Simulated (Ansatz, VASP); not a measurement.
**Ti in VASP and in Ansatz**

```xyz
2
Lattice="2.8658 0.0000 0.0000 -1.4329 2.4818 0.0000 0.0000 0.0000 4.5296" Properties=species:S:1:pos:R:3 pbc="T T T"
Ti    0.0000    1.6546    1.1324
Ti    1.4329    0.8273    3.3972
```

Alike in both runs: functional LDA; k mesh 15 × 15 × 8; occupations fermi-dirac, width 0.05 eV; no spin polarisation.

Ansatz relaxed the structure, and its values are those at the end. VASP's run is a single point on that final structure, the one shown.

```csv
,VASP,Ansatz
version,VASP 6.6.1,Ansatz 0.2.0
potentials or method,"VASP PAW LDA potentials, release 64 (Ti_sv)","PAW with Ansatz's default frozen-core files, scalar-relativistic"
plane-wave cutoff (eV),520,420
valence electrons in the cell,24,24
```

VASP gave:

```
pressure (GPa) : -0.1
```

Q: Estimate Ansatz's values.

A: Pressure (GPa): 0.0.

LDA's correlation is that of Perdew and Zunger in VASP and of Perdew and Wang (1992) in Ansatz.
